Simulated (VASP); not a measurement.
# BaSi2C2 (Cmmm) in VASP: a series of runs

Runs on BaSi2C2. Level: PBE. Tasks: single point.

All numbers are computed with VASP 6.6.1; they aren't measurements. Logs are shortened: lines on timing, memory, paths and dates and some standing lists are left out, and cuts for length are marked.

**1. The cell of the first run**

The structure is orthorhombic, space group Cmmm (No. 65). Conventional cell: a = 4.428 Å, b = 5.797 Å, c = 6.930 Å, α = 90.00°, β = 90.00°, γ = 90.00°. Ba (site symmetry mmm) has 6 Si at 2.03 to 2.38 Å within 2.7 Å. Si (site symmetry m2m) has 1 Si at 1.73 Å and 3 Ba at 2.03 to 2.38 Å within 2.4 Å. C (site symmetry 2mm) has 1 C at 1.69 Å within 2.2 Å.

The cell was generated, and may not be a known phase.

**2. Single point, PBE**

INCAR

```
SYSTEM = BaSi2C2
PREC = Accurate
ENCUT = 520
EDIFF = 1E-7
ISMEAR = 0
SIGMA = 0.1
LREAL = .FALSE.
LASPH = .TRUE.
NELM = 100
ALGO = Fast
ISIF = 2
LWAVE = .FALSE.
LCHARG = .FALSE.
GGA = PE
NBANDS = 21
```

KPOINTS

```
regular mesh
0
G
  6 6 4
  0 0 0
```

POSCAR

```
BaSi2C2
1.0
    2.2139421100     -2.8984884700      0.0000000000
    2.2139421100      2.8984884700      0.0000000000
    0.0000000000      0.0000000000      6.9302186500
Ba Si C
1 2 2
Direct
    0.0000000000      0.0000000000      0.5000000000
    0.6492465000      0.3507535000      0.5000000000
    0.3507535000      0.6492465000      0.5000000000
    0.6903358200      0.6903358200      0.0000000000
    0.3096641800      0.3096641800      0.0000000000
```

Potentials or basis: VASP PAW PBE potentials, release 64 (Ba_sv, Si, C).

On the command line:

```console
$ cat potpaw_PBE.64/Ba_sv/POTCAR potpaw_PBE.64/Si/POTCAR potpaw_PBE.64/C/POTCAR > POTCAR
$ mpirun -np 1 vasp_std > vasp.out
```

OUTCAR:

```text
SYSTEM = BaSi2C2
   PREC = Accurate
   ENCUT = 520
   EDIFF = 1E-7
   ISMEAR = 0
   LREAL = .FALSE.
   LASPH = .TRUE.
   NELM = 100
   ISIF = 2
   GGA = PE

 ion  position               nearest neighbor table
   1  0.000  0.000  0.500-   2 2.03   3 2.03   2 2.38   3 2.38   2 2.38   3 2.38   3 3.76   2 3.76

   2  0.649  0.351  0.500-   3 1.73   1 2.03   1 2.38   1 2.38   3 2.50   3 2.50   1 3.76
   3  0.351  0.649  0.500-   2 1.73   1 2.03   1 2.38   1 2.38   2 2.50   2 2.50   1 3.76
   4  0.690  0.690  0.000-   5 1.69
   5  0.310  0.310  0.000-   4 1.69

  LATTYP: Found a base centered orthorhombic cell.
 ALAT       =     4.4278842200
 B/A-ratio  =     1.3091979492
 C/A-ratio  =     1.5651309532

  Lattice vectors:

 A1 = (   2.2139421100,  -2.8984884700,   0.0000000000)
 A2 = (   2.2139421100,   2.8984884700,   0.0000000000)
 A3 = (   0.0000000000,   0.0000000000,   6.9302186500)

Analysis of symmetry for initial positions (statically):
=====================================================================
 Subroutine PRICEL returns:
 Original cell was already a primitive cell.

 Routine SETGRP: Setting up the symmetry group for a
 base centered orthorhombic supercell.

 Subroutine GETGRP returns: Found  8 space group operations
 (whereof  8 operations were pure point group operations)
 out of a pool of  8 trial point group operations.

The static configuration has the point symmetry D_2h.

Analysis of symmetry for dynamics (positions and initial velocities):
=====================================================================
 Subroutine PRICEL returns:
 Original cell was already a primitive cell.

 Routine SETGRP: Setting up the symmetry group for a
 base centered orthorhombic supercell.

 Subroutine GETGRP returns: Found  8 space group operations
 (whereof  8 operations were pure point group operations)
 out of a pool of  8 trial point group operations.

The dynamic configuration has the point symmetry D_2h.

 Subroutine INISYM returns: Found  8 space group operations
 (whereof  8 operations are pure point group operations),
 and found     1 'primitive' translations

----------------------------------------------------------------------------------------

                                     Primitive cell

  volume of cell :      88.9436

  direct lattice vectors                    reciprocal lattice vectors
     2.213942110 -2.898488470  0.000000000     0.225841497 -0.172503705  0.000000000
     2.213942110  2.898488470  0.000000000     0.225841497  0.172503705  0.000000000
     0.000000000  0.000000000  6.930218650     0.000000000  0.000000000  0.144295592

  length of vectors
     3.647296955  3.647296955  6.930218650     0.284186400  0.284186400  0.144295592

  position of ions in fractional coordinates (direct lattice)
     0.000000000  0.000000000  0.500000000
     0.649246500  0.350753500  0.500000000
     0.350753500  0.649246500  0.500000000
     0.690335820  0.690335820  0.000000000
     0.309664180  0.309664180  0.000000000

  ion indices of the primitive-cell ions
   primitive index   ion index
                 1           1
                 2           2
                 3           3
                 4           4
                 5           5

----------------------------------------------------------------------------------------

 KPOINTS: regular mesh

Automatic generation of k-mesh.
 Grid dimensions read from file:
 generate k-points for:    6    6    4

 Generating k-lattice:

  Cartesian coordinates                     Fractional coordinates (reciprocal lattice)
     0.037640249 -0.028750618  0.000000000     0.166666667 -0.000000000  0.000000000
     0.037640249  0.028750618  0.000000000    -0.000000000  0.166666667  0.000000000
     0.000000000  0.000000000  0.036073898     0.000000000  0.000000000  0.250000000

  Length of vectors
     0.047364400  0.047364400  0.036073898

  Shift w.r.t. Gamma in fractional coordinates (k-lattice)
     0.000000000  0.000000000  0.000000000

 Subroutine IBZKPT returns following result:
 ===========================================

 Found     39 irreducible k-points:

 Following reciprocal coordinates:
            Coordinates               Weight
  0.000000  0.000000  0.000000      1.000000
  0.166667  0.000000  0.000000      4.000000
  0.333333 -0.000000  0.000000      4.000000
  0.500000 -0.000000  0.000000      2.000000
  0.166667  0.166667  0.000000      2.000000
  0.333333  0.166667  0.000000      4.000000
[... 16 lines left out ...]
  0.333333  0.333333  0.250000      4.000000
  0.500000  0.333333  0.250000      8.000000
 [... further k-points ...]
   k-points           NKPTS =     39   k-points in BZ     NKDIM =     39   number of bands    NBANDS=     21
   number of dos      NEDOS =    301   number of ions     NIONS =      5
   total plane-waves  NPLWV =  42336
   dimension x,y,z NGX =    28 NGY =   28 NGZ =   54
   dimension x,y,z NGXF=    56 NGYF=   56 NGZF=  108
   ions per type =               1   2   2
   NGX,Y,Z   is equivalent  to a cutoff of  12.76, 12.76, 12.95 a.u.
   NGXF,Y,Z  is equivalent  to a cutoff of  25.53, 25.53, 25.91 a.u.
 SYSTEM =  BaSi2C2
   PREC   = accura    normal or accurate (medium, high low for compatibility)
   ISTART =      0    job   : 0-new  1-cont  2-samecut
   ICHARG =      2    charge: 1-file 2-atom 10-const
   ISPIN  =      1    spin polarized calculation?
   LNONCOLLINEAR =      F non collinear calculations
   LSORBIT =      F    spin-orbit coupling
   LASPH  =      T    aspherical Exc in radial PAW
   ENCUT  =  520.0 eV  38.22 Ry    6.18 a.u.   6.78  6.78 12.89*2*pi/ulx,y,z
   NELM   =    100;   NELMIN=  2; NELMDL= -5     # of ELM steps
   EDIFF  = 0.1E-06   stopping-criterion for ELM
   LREAL  =      F    real-space projection
   EDIFFG = 0.1E-05   stopping-criterion for IOM
   NSW    =      0    number of steps for IOM
   IBRION =     -1    ionic relax: 0-MD 1-quasi-New 2-CG
   NFREE  =      0    steps in history (QN), initial steepest desc. (CG)
   ISIF   =      2    stress and relaxation
   ISYM   =      2    0-nonsym 1-usesym 2-fastsym
   POTIM  = 0.5000    time-step for ionic-motion
   TEBEG  =    0.0;   TEEND  =   0.0 temperature during run
   PSTRESS=    0.0 pullay stress
   NELECT =      26.0000    total number of electrons
   NUPDOWN=      -1.0000    fix difference up-down
   EMIN   =  10.00;   EMAX   =-10.00  energy-range for DOS
   EFERMI =   0.00;   METHOD = LEGACY
   ISMEAR =     0;   SIGMA  =   0.10  broadening in eV -4-tet -1-fermi 0-gaus
   EFERMI_NEDOS =   21; number of points for ismear=-14 and -15
   IALGO  =     68    algorithm
   IMIX   =      4    mixing-type and parameters
     AMIX     =   0.40;   BMIX     =  1.00
     AMIX_MAG =   1.60;   BMIX_MAG =  1.00
  volume/ion in A,a.u.               =      17.79       120.04
  Fermi-wavevector in a.u.,A,eV,Ry     =   1.086495  2.053178 16.061285  1.180471
  Thomas-Fermi vector in A             =   2.222633
   LORBIT       =      0    0 simple, 1 ext, 2 COOP (PROOUT), +10 PAW based schemes
   GGA     = PE    functional components
   LHFCALC =     F    Hartree Fock is set to
   AEXX    =    0.0000 exact exchange contribution
   IVDW    =     0    specifies the selected vdW correction
   LEPSILON=     F    determine dielectric tensor
   LRPA    =     F    only Hartree local field effects (RPA)
 non-spin polarized calculation
 RMM-DIIS sequential band-by-band and
 Gauss-broadening in eV      SIGMA  =   0.10
  energy-cutoff  :      520.00
  volume of cell :       88.94
 maximum number of plane-waves:      2412
   NGX = 13   NGY = 13   NGZ = 25

 number of electron      25.9999998 magnetization

 Free energy of the ion-electron system (eV)
  ---------------------------------------------------
  ext. energy  EPLUGINS =         0.00000000
  ---------------------------------------------------
  free energy    TOTEN  =        -1.64149400 eV

  energy without entropy =       -1.62331112  energy(sigma->0) =       -1.63240256

 E-fermi :   3.9174     XC(G=0):  -9.5256

 val. band max:        3.9021454588   @ k =  -0.3333   0.3333   0.5000
 cond. band min:       3.9225326702   @ k =   0.3333   0.3333   0.0000
 fundamental gap:      0.0203872114
 Fermi energy:         3.9174479749

 k-point     1 :       0.0000    0.0000    0.0000
  band No.  band energies     occupation
      1     -25.5312      2.00000
      2     -12.1193      2.00000
      3     -11.3129      2.00000
      4      -9.9515      2.00000
      5      -7.4405      2.00000
      6      -6.6564      2.00000
[... 13 lines left out ...]
     20       9.8553      0.00000
     21      11.0325      0.00000

 k-point     2 :       0.1667    0.0000    0.0000
  band No.  band energies     occupation
      1     -25.4376      2.00000
      2     -12.8066      2.00000
      3     -11.6876      2.00000
      4      -9.8386      2.00000
      5      -7.2579      2.00000
      6      -5.5655      2.00000
[... 13 lines left out ...]
     20       8.1622      0.00000
     21       9.6722      0.00000

 k-point     3 :       0.3333   -0.0000    0.0000
  band No.  band energies     occupation
      1     -25.2382      2.00000
      2     -14.1465      2.00000
      3     -11.8159      2.00000
      4      -9.5922      2.00000
      5      -6.9286      2.00000
      6      -3.8706      2.00000
[... 13 lines left out ...]
     20       8.1834      0.00000
     21      10.2126      0.00000
[... 457 lines left out ...]
 k-point    23 :       0.3333    0.3333    0.2500
  band No.  band energies     occupation
      1     -24.9864      2.00000
      2     -14.1886      2.00000
      3     -13.4411      2.00000
      4      -9.2916      2.00000
      5      -6.5970      2.00000
      6      -4.4958      2.00000
[... 13 lines left out ...]
     20       9.7052      0.00000
     21      11.1554      0.00000

 k-point    24 :       0.5000    0.3333    0.2500
  band No.  band energies     occupation
      1     -24.9363      2.00000
      2     -14.5290      2.00000
      3     -12.9041      2.00000
      4      -9.2463      2.00000
      5      -6.6602      2.00000
      6      -6.3430      2.00000
[... 13 lines left out ...]
     20       9.0826      0.00000
     21      10.6017      0.00000

 [... further k-points ...]

------------------------ aborting loop because EDIFF is reached ----------------------------------------

  FORCE on cell =-STRESS in cart. coord.  units (eV):
  Direction    XX          YY          ZZ          XY          YZ          ZX
  --------------------------------------------------------------------------------------
  -------------------------------------------------------------------------------------
  Total       30.5200709     95.9888702     -3.0205680      0.0000000      0.0000000      0.0000000
  in kB      549.7703966   1729.0863887    -54.4107150      0.0000000      0.0000000      0.0000000
  external PRESSURE =     741.4820234 kB  Pullay stress =       0.0000000 kB

 VOLUME and BASIS-vectors are now :
 -----------------------------------------------------------------------------
  energy-cutoff  :      520.00
  volume of cell :       88.94
      direct lattice vectors                 reciprocal lattice vectors
     2.213942110 -2.898488470  0.000000000     0.225841497 -0.172503705  0.000000000
     2.213942110  2.898488470  0.000000000     0.225841497  0.172503705  0.000000000
     0.000000000  0.000000000  6.930218650     0.000000000  0.000000000  0.144295592

 POSITION                                       TOTAL-FORCE (eV/Angst)
 -----------------------------------------------------------------------------------
      0.00000      0.00000      3.46511        -0.000000      0.000000     -0.000000
      2.21394     -0.86518      3.46511        -0.000000     -6.059116      0.000000
      2.21394      0.86518      3.46511        -0.000000      6.059116     -0.000000
      3.05673      0.00000      0.00000        -6.576200      0.000000     -0.000000
      1.37116      0.00000      0.00000         6.576200      0.000000     -0.000000
 -----------------------------------------------------------------------------------
    total drift:                               -0.000000     -0.000000      0.000000

  FREE ENERGIE OF THE ION-ELECTRON SYSTEM (eV)
  ---------------------------------------------------
  free  energy   TOTEN  =        -1.6414939978 eV

  energy  without entropy=       -1.6233111210  energy(sigma->0) =       -1.63240256
```

It took 2 min on 1 thread of Oxide Virtual Turin-like, shared host; peak memory 0.2 GiB.

What came out:

```
Free energy            : -1.6415 eV
Pressure               : 74.1 GPa
Largest force          : 6.576 eV/Å
Band gap on the k mesh : zero (bands 13 and 14 overlap by 1.07 eV)
```

Forces in eV/Å, atoms in the order of the input:
```
Ba   0.000  0.000  0.000
Si   0.000 -6.059  0.000
Si   0.000  6.059  0.000
C   -6.576  0.000  0.000
C    6.576  0.000  0.000
```

Levels at points of the mesh, in eV from the Fermi level:
```csv
k point,band 11,band 12,band 13,band 14,band 15,band 16
"(0.00, 0.00, 0.00)",-2.26,-0.34,0.55,1.25,1.51,1.82
"(0.50, 0.00, 0.00)",-0.26,-0.15,0.39,1.43,1.76,1.98
"(0.50, 0.50, 0.00)",-2.20,-0.37,0.12,0.14,1.25,2.07
"(0.00, 0.00, 0.50)",-2.18,-1.79,0.63,1.12,1.85,2.04
"(0.50, 0.00, 0.50)",-0.91,-0.23,0.47,0.97,1.76,1.95
"(0.50, 0.50, 0.50)",-1.63,-0.86,-0.05,-0.02,1.31,1.94
```

Caveat: the stress differs along the axes, from -5 to 173 GPa; spin-orbit coupling is left out, which moves the levels of the heavy elements; forces of over 1 eV/Å act on the atoms, so gaps and moduli don't describe the material at rest.

(Part 1 of 2 ends here.)

The gap in the log of VASP goes by the Fermi energy; the results here count the filled bands.